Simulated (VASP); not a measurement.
Crystal: NaCl.

```
CELL_PARAMETERS angstrom
3.50219 0.00000 0.00000
0.00000 3.50219 0.00000
0.00000 0.00000 3.50219
ATOMIC_POSITIONS crystal
Na 0.00000 0.00000 0.00000
Cl 0.50000 0.50000 0.50000
```

Program: VASP 6.6.1. Alike in all runs: task single point; potentials or basis VASP PAW PBE potentials, release 64 (Na_pv, Cl); no spin polarisation; cell as given.

Task: Order these runs on this cell by their band gap on the k mesh, lowest first.
A. level PBE+D4; k mesh 3 × 5 × 3; cutoff (eV) 520; smearing fermi-dirac 0.051704 eV
B. level PBE; k mesh 1 × 1 × 1; cutoff (eV) 500; smearing gaussian 0.1 eV
C. level PBE; k mesh 2 × 2 × 2, shifted; cutoff (eV) 500; smearing gaussian 0.1 eV
D. level PBEsol; k mesh 2 × 2 × 2; cutoff (eV) 500; smearing gaussian 0.1 eV

Result: D (3.65 eV), B (3.88 eV), A (4.05 eV), C (5.41 eV).

Caveats: all runs use coarse meshes.

A k mesh can miss the band edges, odd and even meshes differently.
